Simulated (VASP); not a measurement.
Set up this calculation in VASP 6.6.1, as the native input.

| Quantity | Value |
| --- | --- |
| Task | single point |
| Functional | PBE |
| Potentials or basis | VASP PAW PBE potentials, release 64 (Sr_sv, O) |
| Cutoff | 520 eV |
| k mesh | 8 × 8 × 8 |
| Occupations | gaussian, width 0.05 eV |
| Spin | no spin polarisation |
| Dipole correction | no |
| Further INCAR settings | ALGO = Normal; EDIFF = 1e-06; NBANDS = 15 |

The structure of SrO lies in POSCAR:

```
SrO
1.0
    0.0000000000      2.5698000000      2.5698000000
    2.5698000000      0.0000000000      2.5698000000
    2.5698000000      2.5698000000      0.0000000000
Sr O
1 1
Direct
    0.0140417121      0.0140417121      0.0140417121
    0.5000000000      0.5000000000      0.5000000000
```

This cell differs from its parent crystal: all Sr atoms moved +0.125 Å, as atom 1 along Cartesian [1 1 1].

One way to write it, as run:

INCAR

```
SYSTEM = SrO
PREC = Accurate ; ENCUT = 520
EDIFF = 1E-6 ; ISMEAR = 0
SIGMA = 0.05 ; LREAL = .FALSE.
LASPH = .TRUE. ; NELM = 80
ALGO = Normal ; ISIF = 2
LWAVE = .FALSE. ; LCHARG = .TRUE.
GGA = PE ; LELF = .TRUE.
LVHAR = .TRUE. ; NBANDS = 15
```

KPOINTS

```
regular mesh
0
G
  8 8 8
  0 0 0
```

Potentials or basis: VASP PAW PBE potentials, release 64 (Sr_sv, O).

Launch:

```sh
$ cat potpaw_PBE.64/Sr_sv/POTCAR potpaw_PBE.64/O/POTCAR > POTCAR
$ mpirun -np 1 vasp_std > vasp.out
```

It gave:

| Item | Value |
| --- | --- |
| Pressure | 3.9 GPa |
| Largest force | 0.295 eV/Å |
| Band gap on the k mesh | 3.39 eV, indirect (least direct gap 3.45 eV) |

Caveat: the cell differs from its parent crystal (all Sr atoms moved +0.125 Å, as atom 1 along Cartesian [1 1 1]).

Wall time 20 s on 1 thread of Intel Xeon 6975P-C (shared host), peak memory 0.18 GiB.
